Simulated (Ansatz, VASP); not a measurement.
## One calculation of Mg2CdS3, two programs

```
Mg Cd S
1.0
     6.13926   -3.54453    0.00000
     6.13926    3.54453    0.00000
     0.00000    0.00000    6.62193
Mg Cd S
4 2 6
Direct
  0.16605 0.49784 0.50143
  0.83395 0.50216 0.00143
  0.49784 0.16605 0.00143
  0.50216 0.83395 0.50143
  0.82955 0.17045 0.50197
  0.17045 0.82955 0.00197
  0.82406 0.17594 0.11354
  0.16718 0.48907 0.12832
  0.83282 0.51093 0.62832
  0.17594 0.82406 0.61354
  0.48907 0.16718 0.62832
  0.51093 0.83282 0.12832
```

Alike in both runs: task single point; functional PBE; k mesh 6 × 6 × 4; occupations gaussian, width 0.02 eV; no spin polarisation.

|  | VASP | Ansatz |
| --- | --- | --- |
| version | VASP 6.6.1 | Ansatz 0.2.0 |
| potentials or method | VASP PAW PBE potentials, release 64 (Mg, Cd, S), cutoff 520 eV | scalar-relativistic, plane waves, PAW |
| valence electrons in the cell | 68 | 116 |

```tsv
	VASP	Ansatz	Ansatz less VASP
gap on the k mesh at the Fermi level (eV)	2.56	2.56	+0.001
least direct gap on the mesh (eV)	2.56	2.56	+0.001
```

With one functional, cell and mesh, what is left measures potentials, basis and numerics. VASP's potentials hold 68 valence electrons a cell and Ansatz's 116, so a difference there can come from the potentials and not from the codes.
